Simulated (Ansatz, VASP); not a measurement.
# Two plane-wave programs on Te

```xyz
3
Lattice="4.5454 0.0000 0.0000 -2.2727 3.9365 0.0000 0.0000 0.0000 6.0412" Properties=species:S:1:pos:R:3 pbc="T T T"
Te    3.3863    0.0000    2.0137
Te   -1.6932    2.9327    4.0275
Te    0.5795    1.0038    0.0000
```

Change from the starting cell: volume scaled by 1.06, PAW files.

Alike in both runs: task electric field gradients; functional LDA; k mesh 9 × 9 × 6; occupations fermi-dirac, width 0.08 eV; no spin polarisation.

|  | VASP | Ansatz |
| --- | --- | --- |
| version | VASP 6.6.1 | Ansatz 0.2.0 |
| potentials or method | VASP PAW LDA potentials, release 64 (Te) | PAW with Ansatz's default frozen-core files, scalar-relativistic |
| plane-wave cutoff (eV) | 520 | 420 |
| valence electrons in the cell | 18 | 48 |

Ansatz gave:

```
pressure (GPa)                                                : -2.9
traceless stress, the component that is largest in VASP (GPa) : -0.56
rms of the force components (eV/Å)                            : 0.063
size of Vzz on the site where it differs most (V/Å²)          : 597.5
```

Q: Which values does VASP return?

A: Pressure (GPa): -2.8; traceless stress, the component that is largest in VASP (GPa): -0.50; rms of the force components (eV/Å): 0.081; size of Vzz on the site where it differs most (V/Å²): 574.4.

LDA's correlation is that of Perdew and Zunger in VASP and of Perdew and Wang (1992) in Ansatz. Atom by atom the forces differ by 0.018 eV/Å (rms over components). VASP's potentials hold 18 valence electrons a cell and Ansatz's 48, so a difference there can come from the potentials and not from the codes.

Spin-orbit coupling is off throughout.
